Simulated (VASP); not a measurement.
# SrO in VASP: notebook

SrO is run at these levels: PBE, r2SCAN; tasks: single point.

All numbers are computed with VASP 6.6.1; they aren't measurements. Logs are shortened: lines on timing, memory, paths and dates and some standing lists are left out, and cuts for length are marked.

**1. The cell of the first run**

It takes space group I-4m2 (No. 119, tetragonal). The conventional cell has a = 3.949 Å, b = 3.949 Å, c = 5.610 Å, α = 90.00°, β = 90.00°, γ = 90.00°. Sr (site symmetry -4m2) has 4 O at 2.42 Å within 3.2 Å. Within 3.2 Å of O (site symmetry -4m2) lie 4 Sr at 2.42 Å.

**2. Single point, PBE (uniaxial z strain +0.5%)**

INCAR reads:

```
PREC = Accurate
ENCUT = 520
EDIFF = 1E-6
ISMEAR = -1
SIGMA = 0.02
LREAL = False
LASPH = True
NELM = 100
ALGO = Normal
ISIF = 2
LWAVE = False
LCHARG = False
GGA = PE
NBANDS = 15
```

KPOINTS reads:

```
regular mesh
0
Gamma
  8 8 8
```

POSCAR reads:

```
SrO
1.0
    0.0000000000      2.7922805169      2.8048457793
    2.7922805169      0.0000000000      2.8048457793
    2.7922805169      2.7922805169      0.0000000000
Sr O
1 1
Direct
    0.0000000000      0.0000000000      0.0000000000
    0.2500000000      0.2500000000      0.2500000000
```

Potentials or basis: VASP PAW PBE potentials, release 64 (Sr_sv, O).

Command:

```bash
$ cat potpaw_PBE.64/Sr_sv/POTCAR potpaw_PBE.64/O/POTCAR > POTCAR
$ mpirun -np 1 vasp_std > vasp.out
```

OUTCAR:

```text
PREC = Accurate
   ENCUT = 520
   EDIFF = 1E-6
   ISMEAR = -1
   LREAL = False
   LASPH = True
   NELM = 100
   ISIF = 2
   GGA = PE

 ion  position               nearest neighbor table
   1  0.000  0.000  0.000-   2 2.42   2 2.42   2 2.42   2 2.42
   2  0.250  0.250  0.250-   1 2.42   1 2.42   1 2.42   1 2.42

  LATTYP: Found a body centered tetragonal cell.
 ALAT       =     3.9488809770
 C/A-ratio  =     1.4205775234

  Lattice vectors:

 A1 = (  -2.7922805169,   0.0000000000,   2.8048457793)
 A2 = (   2.7922805169,   0.0000000000,   2.8048457793)
 A3 = (   0.0000000000,   2.7922805169,  -2.8048457793)

Analysis of symmetry for initial positions (statically):
=====================================================================
 Subroutine PRICEL returns:
 Original cell was already a primitive cell.

 Routine SETGRP: Setting up the symmetry group for a
 body centered tetragonal supercell.

 Subroutine GETGRP returns: Found  8 space group operations
 (whereof  8 operations were pure point group operations)
 out of a pool of 16 trial point group operations.

The static configuration has the point symmetry D_2d.

Analysis of symmetry for dynamics (positions and initial velocities):
=====================================================================
 Subroutine PRICEL returns:
 Original cell was already a primitive cell.

 Routine SETGRP: Setting up the symmetry group for a
 body centered tetragonal supercell.

 Subroutine GETGRP returns: Found  8 space group operations
 (whereof  8 operations were pure point group operations)
 out of a pool of 16 trial point group operations.

The dynamic configuration has the point symmetry D_2d.

 Subroutine INISYM returns: Found  8 space group operations
 (whereof  8 operations are pure point group operations),
 and found     1 'primitive' translations

----------------------------------------------------------------------------------------

                                     Primitive cell

  volume of cell :      43.7378

  direct lattice vectors                    reciprocal lattice vectors
     0.000000000  2.792280517  2.804845779    -0.179065104  0.179065104  0.178262920
     2.792280517  0.000000000  2.804845779     0.179065104 -0.179065104  0.178262920
     2.792280517  2.792280517  0.000000000     0.179065104  0.179065104 -0.178262920

  length of vectors
     3.957775932  3.957775932  3.948880977     0.309687409  0.309687409  0.309687409

  position of ions in fractional coordinates (direct lattice)
     0.000000000  0.000000000  0.000000000
     0.250000000  0.250000000  0.250000000

  ion indices of the primitive-cell ions
   primitive index   ion index
                 1           1
                 2           2

----------------------------------------------------------------------------------------

 KPOINTS: regular mesh

Automatic generation of k-mesh.
 Grid dimensions read from file:
 generate k-points for:    8    8    8

 Generating k-lattice:

  Cartesian coordinates                     Fractional coordinates (reciprocal lattice)
    -0.022383138  0.022383138  0.022282865     0.125000000  0.000000000  0.000000000
     0.022383138 -0.022383138  0.022282865     0.000000000  0.125000000  0.000000000
     0.022383138  0.022383138 -0.022282865     0.000000000  0.000000000  0.125000000

  Length of vectors
     0.038710926  0.038710926  0.038710926

  Shift w.r.t. Gamma in fractional coordinates (k-lattice)
     0.000000000  0.000000000  0.000000000

 Subroutine IBZKPT returns following result:
 ===========================================

 Found     59 irreducible k-points:

 Following reciprocal coordinates:
            Coordinates               Weight
  0.000000  0.000000  0.000000      1.000000
  0.125000 -0.000000  0.000000      8.000000
  0.250000 -0.000000  0.000000      8.000000
  0.375000 -0.000000  0.000000      8.000000
  0.500000 -0.000000  0.000000      4.000000
  0.125000  0.125000  0.000000      2.000000
[... 16 lines left out ...]
  0.250000  0.000000  0.125000     16.000000
  0.375000 -0.000000  0.125000     16.000000
 [... further k-points ...]
   k-points           NKPTS =     59   k-points in BZ     NKDIM =     59   number of bands    NBANDS=     15
   number of dos      NEDOS =    301   number of ions     NIONS =      2
   total plane-waves  NPLWV =  27000
   dimension x,y,z NGX =    30 NGY =   30 NGZ =   30
   dimension x,y,z NGXF=    60 NGYF=   60 NGZF=   60
   ions per type =               1   1
   NGX,Y,Z   is equivalent  to a cutoff of  12.60, 12.60, 12.63 a.u.
   NGXF,Y,Z  is equivalent  to a cutoff of  25.20, 25.20, 25.26 a.u.
 SYSTEM =  unknown system
   PREC   = accura    normal or accurate (medium, high low for compatibility)
   ISTART =      0    job   : 0-new  1-cont  2-samecut
   ICHARG =      2    charge: 1-file 2-atom 10-const
   ISPIN  =      1    spin polarized calculation?
   LNONCOLLINEAR =      F non collinear calculations
   LSORBIT =      F    spin-orbit coupling
   LASPH  =      T    aspherical Exc in radial PAW
   ENCUT  =  520.0 eV  38.22 Ry    6.18 a.u.   7.36  7.36  7.34*2*pi/ulx,y,z
   NELM   =    100;   NELMIN=  2; NELMDL= -5     # of ELM steps
   EDIFF  = 0.1E-05   stopping-criterion for ELM
   LREAL  =      F    real-space projection
   EDIFFG = 0.1E-04   stopping-criterion for IOM
   NSW    =      0    number of steps for IOM
   IBRION =     -1    ionic relax: 0-MD 1-quasi-New 2-CG
   NFREE  =      0    steps in history (QN), initial steepest desc. (CG)
   ISIF   =      2    stress and relaxation
   ISYM   =      2    0-nonsym 1-usesym 2-fastsym
   POTIM  = 0.5000    time-step for ionic-motion
   TEBEG  =    0.0;   TEEND  =   0.0 temperature during run
   PSTRESS=    0.0 pullay stress
   NELECT =      16.0000    total number of electrons
   NUPDOWN=      -1.0000    fix difference up-down
   EMIN   =  10.00;   EMAX   =-10.00  energy-range for DOS
   EFERMI =   0.00;   METHOD = LEGACY
   ISMEAR =    -1;   SIGMA  =   0.02  broadening in eV -4-tet -1-fermi 0-gaus
   EFERMI_NEDOS =   21; number of points for ismear=-14 and -15
   IALGO  =     38    algorithm
   IMIX   =      4    mixing-type and parameters
     AMIX     =   0.40;   BMIX     =  1.00
     AMIX_MAG =   1.60;   BMIX_MAG =  1.00
  volume/ion in A,a.u.               =      21.87       147.58
  Fermi-wavevector in a.u.,A,eV,Ry     =   1.170835  2.212558 18.651618  1.370855
  Thomas-Fermi vector in A             =   2.307288
   LORBIT       =      0    0 simple, 1 ext, 2 COOP (PROOUT), +10 PAW based schemes
   GGA     = PE    functional components
   LHFCALC =     F    Hartree Fock is set to
   AEXX    =    0.0000 exact exchange contribution
   IVDW    =     0    specifies the selected vdW correction
   LEPSILON=     F    determine dielectric tensor
   LRPA    =     F    only Hartree local field effects (RPA)
 non-spin polarized calculation
  energy-cutoff  :      520.00
  volume of cell :       43.74
 maximum number of plane-waves:      1227
 NGX is ok and might be reduce to    30
   NGX = 15   NGY = 15   NGZ = 15

 number of electron      16.0000002 magnetization

 Free energy of the ion-electron system (eV)
  ---------------------------------------------------
  ext. energy  EPLUGINS =         0.00000000
  ---------------------------------------------------
  free energy    TOTEN  =       -11.76299309 eV

  energy without entropy =      -11.76299309  energy(sigma->0) =      -11.76299309

 E-fermi :   0.7130     XC(G=0):  -8.6060

 val. band max:        0.2708659524   @ k =  -0.2500   0.5000   0.2500
 cond. band min:       2.7815358789   @ k =   0.0000   0.0000   0.0000
 fundamental gap:      2.5106699265
 Fermi energy:         0.7130044946

 k-point     1 :       0.0000    0.0000    0.0000
  band No.  band energies     occupation
      1     -31.9601      2.00000
      2     -14.5014      2.00000
      3     -13.8512      2.00000
      4     -13.8512      2.00000
      5     -13.8500      2.00000
      6      -0.5703      2.00000
      7      -0.5676      2.00000
      8      -0.5676      2.00000
      9       2.7815      0.00000
     10       8.2734      0.00000
     11       8.3210      0.00000
     12       9.5864      0.00000
     13       9.6385      0.00000
     14       9.6385      0.00000
     15      15.3308      0.00000

 k-point     2 :       0.1250   -0.0000    0.0000
  band No.  band energies     occupation
      1     -31.9514      2.00000
      2     -14.8573      2.00000
      3     -13.8637      2.00000
      4     -13.8634      2.00000
      5     -13.5278      2.00000
      6      -0.6694      2.00000
      7      -0.5175      2.00000
      8      -0.5152      2.00000
      9       3.2925      0.00000
     10       7.9689      0.00000
     11       8.0084      0.00000
     12       9.2827      0.00000
     13       9.9719      0.00000
     14      10.0042      0.00000
     15      13.8682      0.00000

 k-point     3 :       0.2500   -0.0000    0.0000
  band No.  band energies     occupation
      1     -31.9305      2.00000
      2     -15.3405      2.00000
      3     -13.8943      2.00000
      4     -13.8935      2.00000
      5     -13.1317      2.00000
      6      -0.7144      2.00000
      7      -0.4009      2.00000
      8      -0.3969      2.00000
      9       4.3549      0.00000
     10       7.6880      0.00000
     11       7.7156      0.00000
     12       8.5974      0.00000
     13      10.3356      0.00000
     14      10.3523      0.00000
     15      12.4236      0.00000
[... 343 lines left out ...]
 k-point    23 :       0.2500    0.0000    0.1250
  band No.  band energies     occupation
      1     -31.9317      2.00000
      2     -15.3002      2.00000
      3     -13.9227      2.00000
      4     -13.9195      2.00000
      5     -13.1068      2.00000
      6      -0.8555      2.00000
      7      -0.3533      2.00000
      8      -0.3309      2.00000
      9       4.3327      0.00000
     10       6.7631      0.00000
     11       8.4026      0.00000
     12       9.2429      0.00000
     13      10.1199      0.00000
     14      10.3189      0.00000
     15      13.1119      0.00000

 k-point    24 :       0.3750   -0.0000    0.1250
  band No.  band energies     occupation
      1     -31.9107      2.00000
      2     -15.6366      2.00000
      3     -13.9806      2.00000
      4     -13.9500      2.00000
      5     -12.8359      2.00000
      6      -0.7201      2.00000
      7      -0.2627      2.00000
      8      -0.2182      2.00000
      9       5.1601      0.00000
     10       6.6340      0.00000
     11       8.2699      0.00000
     12       8.6759      0.00000
     13      10.2371      0.00000
     14      10.5581      0.00000
     15      12.2566      0.00000

 [... further k-points ...]

------------------------ aborting loop because EDIFF is reached ----------------------------------------

  FORCE on cell =-STRESS in cart. coord.  units (eV):
  Direction    XX          YY          ZZ          XY          YZ          ZX
  --------------------------------------------------------------------------------------
  -------------------------------------------------------------------------------------
  Total        0.3148186      0.3148186      0.3006276      0.0000000      0.0000000      0.0000000
  in kB       11.5322453     11.5322453     11.0124086      0.0000000      0.0000000      0.0000000
  external PRESSURE =      11.3589664 kB  Pullay stress =       0.0000000 kB

 VOLUME and BASIS-vectors are now :
 -----------------------------------------------------------------------------
  energy-cutoff  :      520.00
  volume of cell :       43.74
      direct lattice vectors                 reciprocal lattice vectors
     0.000000000  2.792280517  2.804845779    -0.179065104  0.179065104  0.178262920
     2.792280517  0.000000000  2.804845779     0.179065104 -0.179065104  0.178262920
     2.792280517  2.792280517  0.000000000     0.179065104  0.179065104 -0.178262920

 POSITION                                       TOTAL-FORCE (eV/Angst)
 -----------------------------------------------------------------------------------
      0.00000      0.00000      0.00000        -0.000000     -0.000000     -0.000000
      1.39614      1.39614      1.40242         0.000000      0.000000      0.000000
 -----------------------------------------------------------------------------------
    total drift:                                0.000000      0.000000     -0.000000

  FREE ENERGIE OF THE ION-ELECTRON SYSTEM (eV)
  ---------------------------------------------------
  free  energy   TOTEN  =       -11.7629930875 eV

  energy  without entropy=      -11.7629930874  energy(sigma->0) =      -11.76299309
```

It took 17 s on 1 thread of Intel Xeon 6975P-C (Granite Rapids), shared host; peak memory 0.19 GiB.

Results:

```
Free energy            : -11.7630 eV
Pressure               : 1.1 GPa
Band gap on the k mesh : 2.51 eV (least direct gap 3.35 eV)
```

Caveat: the cell differs from its parent crystal (uniaxial z strain +0.5%). A k mesh can miss the band edges.

**3. Single point, PBE (shear xy strain +4.5%)**

INCAR reads:

```
PREC = Accurate
ENCUT = 520
EDIFF = 1E-7
ISMEAR = -1
SIGMA = 0.02
LREAL = F
LASPH = T
NELM = 100
ALGO = Normal
ISIF = 2
LWAVE = F
LCHARG = F
GGA = PE
NBANDS = 15
```

KPOINTS reads:

```
Automatic mesh
0
Gamma
  8 8 8
```

POSCAR reads:

```
SrO
1.0
    0.0624074696      2.7922805169      2.7922805169
    2.7922805169      0.0624074696      2.7922805169
    2.8546879865      2.8546879865      0.0000000000
Sr O
1 1
Direct
    0.0039762917      0.0039762917     -0.0039762917
    0.2460237083      0.2460237083      0.2539762917
```

Potentials or basis: VASP PAW PBE potentials, release 64 (Sr_sv, O).

Command:

```bash
$ cat potpaw_PBE.64/Sr_sv/POTCAR potpaw_PBE.64/O/POTCAR > POTCAR
$ mpirun -np 1 vasp_std > vasp.out
```

Run time: 29 s. Hardware: 1 thread of Intel Xeon 6975P-C (Granite Rapids), shared host; peak memory 0.21 GiB.

It converged, with:

```yaml
Free_energy: -11.7541 eV
Pressure: 1.4 GPa
Band_gap_on_the_k_mesh: 2.52 eV (least direct gap 3.30 eV)
```

Stress tensor (GPa, compression positive):
```
 1.43 -1.17  0.00
-1.17  1.43  0.00
 0.00  0.00  1.31
```

Levels at points of the mesh, in eV from the valence-band top:
```csv
k point,band 5,band 6,band 7,band 8,band 9,band 10,band 11,band 12
"(0.00, 0.00, 0.00)",-14.10,-0.91,-0.85,-0.78,2.52,7.98,8.05,9.30
"(0.50, 0.00, 0.00)",-13.12,-0.67,-0.56,-0.55,5.30,7.13,7.34,7.89
"(0.50, 0.50, 0.00)",-12.76,-1.42,-0.03,0.00,4.55,5.73,9.63,9.89
"(0.00, 0.00, 0.50)",-13.03,-0.78,-0.52,-0.50,5.24,7.04,7.43,7.85
"(0.50, 0.00, 0.50)",-12.76,-1.43,-0.02,-0.02,4.57,5.74,9.57,9.92
```

Caveat: the cell differs from its parent crystal (shear xy strain +4.5%).

**4. Single point, r2SCAN (uniaxial z strain +0.5%)**

POSCAR reads:

```
SrO
1.0
    0.0000000000      2.7922805169      2.8048457793
    2.7922805169      0.0000000000      2.8048457793
    2.7922805169      2.7922805169      0.0000000000
Sr O
1 1
Direct
    0.0000000000      0.0000000000      0.0000000000
    0.2500000000      0.2500000000      0.2500000000
```

INCAR.step1 reads:

```
  ALGO = Normal
  EDIFF = 1E-4
  ENCUT = 520
  GGA = PE
  ISMEAR = 0
  LASPH = True
  LCHARG = False
  LREAL = False
  LWAVE = True
  NBANDS = 15
  NELM = 100
  PREC = Accurate
  SIGMA = 0.01
```

INCAR.step2 reads:

```
  ALGO = Normal
  EDIFF = 1E-7
  ENCUT = 520
  ISIF = 2
  ISMEAR = 0
  ISTART = 1
  LASPH = True
  LCHARG = False
  LMIXTAU = True
  LREAL = False
  LWAVE = False
  METAGGA = R2SCAN
  NBANDS = 15
  NELM = 100
  PREC = Accurate
  SIGMA = 0.01
```

KPOINTS reads:

```
k-points
0
Gamma
  8 8 8
```

Command:

```bash
$ cat potpaw_PBE.64/Sr_sv/POTCAR potpaw_PBE.64/O/POTCAR > POTCAR
$ cp INCAR.step1 INCAR
$ mpirun -np 1 vasp_std > vasp.out
$ cp INCAR.step2 INCAR
$ mpirun -np 1 vasp_std > vasp.out
```

It took 80 s on 1 thread of Intel Xeon 6975P-C (Granite Rapids), shared host; peak memory 0.19 GiB.

Results (log left out):

* Free energy: -26.6322 eV
* Pressure: 0.2 GPa
* Band gap on the k mesh: 2.89 eV (least direct gap 3.73 eV)

Levels at points of the mesh, in eV from the valence-band top:
| k point | band 4 | band 5 | band 6 | band 7 | band 8 | band 9 | band 10 | band 11 | band 12 | band 13 |
| --- | --- | --- | --- | --- | --- | --- | --- | --- | --- | --- |
| (0.00, 0.00, 0.00) | -14.58 | -14.57 | -0.84 | -0.84 | -0.84 | 2.89 | 8.64 | 8.69 | 9.93 | 9.99 |
| (0.50, 0.00, 0.00) | -14.66 | -13.71 | -0.71 | -0.53 | -0.52 | 5.63 | 7.62 | 8.16 | 8.18 | 10.53 |
| (0.50, 0.50, 0.00) | -14.80 | -13.37 | -1.39 | -0.01 | -0.01 | 4.89 | 6.20 | 10.28 | 10.57 | 10.57 |
| (0.50, 0.00, 0.50) | -14.80 | -13.39 | -1.39 | -0.01 | -0.01 | 4.90 | 6.21 | 10.28 | 10.56 | 10.58 |

Caveat: the cell differs from its parent crystal (uniaxial z strain +0.5%); the PAW data sets were made with another functional, which shifts forces and pressure a little. A k mesh can miss the band edges.

**5. Single point, r2SCAN (shear xy strain +4.5%)**

POSCAR reads:

```
SrO
1.0
    0.0624074696      2.7922805169      2.7922805169
    2.7922805169      0.0624074696      2.7922805169
    2.8546879865      2.8546879865      0.0000000000
Sr O
1 1
Direct
    0.0039762917      0.0039762917     -0.0039762917
    0.2460237083      0.2460237083      0.2539762917
```

INCAR.step1 reads:

```
ALGO = Normal ; EDIFF = 1E-4
ENCUT = 520 ; GGA = PE
ISMEAR = 0 ; LASPH = T
LCHARG = F ; LREAL = F
LWAVE = T ; NBANDS = 15
NELM = 100 ; PREC = Accurate
SIGMA = 0.01
```

INCAR.step2 reads:

```
ALGO = Normal ; EDIFF = 1E-6
ENCUT = 520 ; ISIF = 2
ISMEAR = 0 ; ISTART = 1
LASPH = T ; LCHARG = F
LMIXTAU = T ; LREAL = F
LWAVE = F ; METAGGA = R2SCAN
NBANDS = 15 ; NELM = 100
PREC = Accurate ; SIGMA = 0.01
```

KPOINTS is that of step 4.

Command:

```bash
$ cat potpaw_PBE.64/Sr_sv/POTCAR potpaw_PBE.64/O/POTCAR > POTCAR
$ cp INCAR.step1 INCAR
$ mpirun -np 1 vasp_std > vasp.out
$ cp INCAR.step2 INCAR
$ mpirun -np 1 vasp_std > vasp.out
```

Run time: 1.9 min. Hardware: 1 thread of Intel Xeon 6975P-C (Granite Rapids), shared host; peak memory 0.22 GiB.

Results (log left out):

```
Free energy            : -26.6245 eV
Pressure               : 0.4 GPa
Largest force          : 0.005 eV/Å
Band gap on the k mesh : 2.90 eV (least direct gap 3.68 eV)
```

Forces on the atoms (eV/Å):
```
Sr   0.000  0.000  0.005
O    0.000  0.000 -0.005
```

Stress tensor (GPa, compression positive):
```
 0.45 -1.19  0.00
-1.19  0.45  0.00
 0.00  0.00  0.34
```

Levels at points of the mesh, in eV from the valence-band top:
```
           k point  band 6  band 7  band 8  band 9  band 10  band 11
(0.00, 0.00, 0.00)   -0.91   -0.85   -0.78    2.90     8.61     8.69
(0.50, 0.00, 0.00)   -0.66   -0.56   -0.55    5.66     7.63     7.91
(0.50, 0.50, 0.00)   -1.40   -0.03    0.00    4.89     6.20    10.30
(0.00, 0.00, 0.50)   -0.77   -0.52   -0.50    5.60     7.55     7.99
(0.50, 0.00, 0.50)   -1.41   -0.03   -0.02    4.91     6.21    10.24
```

Caveat: the cell differs from its parent crystal (shear xy strain +4.5%); the PAW data sets were made with another functional, which shifts forces and pressure a little. A k mesh can miss the band edges.

**6. Overview**

```tsv
level	cell	smearing	gap on the mesh (eV)	pressure (GPa)
PBE	a = 3.958, b = 3.958, c = 3.949 Å, angles 60.1, 60.1, 59.9°, 2 atoms, uniaxial z strain +0.5%	fermi-dirac 0.02 eV	2.51	1.1
PBE	a = 3.949, b = 3.949, c = 4.037 Å, angles 59.3, 59.3, 58.5°, 2 atoms, shear xy strain +4.5%	fermi-dirac 0.02 eV	2.52	1.4
r2SCAN	a = 3.958, b = 3.958, c = 3.949 Å, angles 60.1, 60.1, 59.9°, 2 atoms, uniaxial z strain +0.5%	gaussian 0.01 eV	2.89	0.2
r2SCAN	a = 3.949, b = 3.949, c = 4.037 Å, angles 59.3, 59.3, 58.5°, 2 atoms, shear xy strain +4.5%	gaussian 0.01 eV	2.90	0.4
```

Alike in all rows: task single point; potentials or basis VASP PAW PBE potentials, release 64 (Sr_sv, O); no spin polarisation; k mesh 8 × 8 × 8; cutoff (eV) 520.

Caveats: the PAW data sets were made with another functional, which shifts forces and pressure a little (at least some runs).

Total energies depend on the potentials used, so only differences within one code and one set of settings carry meaning.
